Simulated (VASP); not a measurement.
TlRh4:

```
CELL_PARAMETERS angstrom
-2.91277 2.91277 2.91277
2.91277 -2.91277 2.91277
2.91277 2.91277 -2.91277
ATOMIC_POSITIONS crystal
Tl 0.00000 0.00000 0.00000
Rh 0.00000 0.63058 0.00000
Rh 0.36942 0.36942 0.36942
Rh 0.00000 0.00000 0.63058
Rh 0.63058 0.00000 0.00000
```

The cell was built from a structure type or drawn by symmetry, and may not be a known phase.

| Item | Value |
| --- | --- |
| Program | VASP 6.6.1 |
| Task | relaxation of cell and atoms |
| Functional | PBE |
| Potentials or basis | VASP PAW PBE potentials, release 64 (Tl_d, Rh_pv) |
| Cutoff | 600 eV |
| k mesh | 4 × 4 × 4 |
| Occupations | gaussian, width 0.1 eV |
| Spin | no spin polarisation |

At the start: pressure 120.9 GPa; volume 19.77 Å³/atom.

Problem. Where does the relaxation end?

Solution. Over 13 steps the energy falls by 6245.7 meV/atom and the volume is 20.67 Å³/atom (+4.5 %); space group I-43m (No. 217, to 0.1 Å) before, Im-3m (No. 229, to 0.1 Å).

Step by step:
```
step  energy change (eV)  largest force (eV/Å)  pressure (GPa)  volume (Å³)
   1              0.0000               33.8428          120.92        98.85
   2            -13.2349                0.6940          -14.22       502.84
   3            -22.8026                0.2456           -8.60       212.65
   4            -23.3605                0.3206           -9.35       203.54
   5            -28.2833                0.6624          -13.72       144.95
   6            -30.5514                0.0357          -10.97       120.44
   7            -30.9435                1.2270           -4.18       109.29
   8            -30.9475                1.0731           -5.10       110.33
   9            -30.9475                1.1088           -4.89       110.08
  10            -31.1906                0.5376            2.04       101.91
  11            -31.1907                0.5392            2.01       101.93
  12            -31.2285                0.0685            0.18       103.44
  13            -31.2287                0.0245            0.30       103.33
```

Final structure:
```yaml
crystal:
  lattice:
    - [-2.95609, 2.95609, 2.95609]
    - [2.95609, -2.95609, 2.95609]
    - [2.95609, 2.95609, -2.95609]
  atoms:
    - { symbol: Tl, position: [0.00000, 0.00000, 0.00000] }
    - { symbol: Rh, position: [0.00000, 0.49975, 0.00000] }
    - { symbol: Rh, position: [0.50025, 0.50025, 0.50025] }
    - { symbol: Rh, position: [0.00000, 0.00000, 0.49975] }
    - { symbol: Rh, position: [0.49975, 0.00000, 0.00000] }
```

Caveat: the k points lie up to 0.38 Å⁻¹ apart in the final cell, too coarse for converged energies and pressures of a metal.
